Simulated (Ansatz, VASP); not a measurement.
Two plane-wave programs on W

```
W
1.0
     0.00000    1.98654    1.98654
     1.98654    0.00000    1.98654
     1.98654    1.98654    0.00000
W
1
Direct
  0.00000 0.00000 0.00000
```

Alike in both runs: task single point; functional PBEsol; k mesh 20 × 20 × 20; occupations fermi-dirac, width 0.15 eV; no spin polarisation.

|  | VASP | Ansatz |
| --- | --- | --- |
| version | VASP 6.6.1 | Ansatz 0.2.0 |
| potentials or method | VASP PAW PBE potentials, release 64 (W_sv), cutoff 520 eV | scalar-relativistic, plane waves, PAW |
| valence electrons in the cell | 14 | 14 |

Ansatz gave:

```
gap on the k mesh at the Fermi level (eV) : none
pressure (GPa)                            : 6.3
```

Task: Estimate VASP's values.

Result: gap on the k mesh at the Fermi level (eV): none; pressure (GPa): 7.1.

VASP's potentials were made for PBE, not for PBEsol. A gap of «none» marks a metal or a gap that the smearing closes.

Neither program's run includes spin-orbit coupling.
